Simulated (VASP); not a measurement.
A run of VASP 6.6.1 is set up as follows.

Contents of POSCAR:

```
Sb
1.0
    3.0833436100      0.0000000000      0.0000000000
    0.0000000000      3.0833436100      0.0000000000
    0.0000000000      0.0000000000      3.0833436100
Sb
1
Direct
    0.0000000000      0.0000000000      0.0000000000
```

File INCAR.step1:

```
  PREC = Accurate
  ENCUT = 520
  ISMEAR = 0
  SIGMA = 0.1
  LREAL = False
  LASPH = True
  NELM = 60
  NBANDS = 8
  GGA = PE
  ALGO = Normal
  EDIFF = 1E-4
  LWAVE = True
  LCHARG = False
```

Contents of INCAR.step2:

```
  PREC = Accurate
  ENCUT = 520
  EDIFF = 1E-7
  ISMEAR = 0
  SIGMA = 0.1
  LREAL = False
  LASPH = True
  NELM = 60
  ALGO = Normal
  ISIF = 2
  LWAVE = False
  LCHARG = False
  METAGGA = R2SCAN
  LMIXTAU = True
  NBANDS = 8
  ISTART = 1
```

KPOINTS

```
regular mesh
0
Gamma
  6 6 6
```

Potentials or basis: VASP PAW PBE potentials, release 64 (Sb).

Run with:

```console
$ cat potpaw_PBE.64/Sb/POTCAR > POTCAR
$ cp INCAR.step1 INCAR
$ mpirun -np 1 vasp_std > vasp.out
$ cp INCAR.step2 INCAR
$ mpirun -np 1 vasp_std > vasp.out
```

**Question.** What does it give for the pressure?

**Answer.** 0.2 GPa.

Caveat: the PAW data sets were made with another functional, which shifts forces and pressure a little.
